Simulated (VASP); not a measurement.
Wanted: the native input for a VASP 6.6.1 run.

```yaml
Task: single point
Functional: PBEsol
Potentials_or_basis: VASP PAW PBE potentials, release 64 (Ce)
Cutoff: 520 eV
k_mesh: 16 × 16 × 16
Occupations: fermi-dirac, width 0.05 eV
Spin: collinear spin, ferromagnetic start
Starting_moments: "[1.0] μB"
Dipole_correction: no
Further_INCAR_settings: ALGO = Normal; EDIFF = 1e-07; NBANDS = 16
```

The structure of Ce lies in POSCAR:

```
Ce
1.0
    0.0000000000      2.2920436480      2.2920436480
    2.2920436480      0.0000000000      2.2920436480
    2.2920436480      2.2920436480      0.0000000000
Ce
1
Direct
    0.0000000000      0.0000000000      0.0000000000
```

One way to write it, as run:

INCAR

```
SYSTEM = Ce
PREC = Accurate ; ENCUT = 520
EDIFF = 1E-7 ; ISMEAR = -1
SIGMA = 0.05 ; LREAL = .FALSE.
LASPH = .TRUE. ; NELM = 150
ALGO = Normal ; ISIF = 2
LWAVE = .FALSE. ; LCHARG = .FALSE.
ISPIN = 2 ; MAGMOM = 1
LORBIT = 11 ; LMAXMIX = 6
GGA = PS ; NBANDS = 16
```

KPOINTS

```
Automatic mesh
0
G
  16 16 16
  0 0 0
```

Potentials or basis: VASP PAW PBE potentials, release 64 (Ce).

The run is started by

```console
$ cat potpaw_PBE.64/Ce/POTCAR > POTCAR
$ mpirun -np 1 vasp_std > vasp.out
```

Results of the run:

The pressure is -0.3 GPa and the band gap on the k mesh is zero (filled and empty bands overlap). The net moment is 0.00 μB per cell and the valence electrons inside the program's atomic spheres are Ce 10.04.

Caveat: the magnetic or orbital state may not be the lowest; the PAW data sets were made with another functional, which shifts forces and pressure a little; spin-orbit coupling is left out, which moves the levels of the heavy elements.

It took 2.3 min on 1 thread of Intel(R) Xeon(R) Platinum 8375C CPU @ 2.90GHz (Ice Lake) (shared host), peak memory 0.23 GiB.
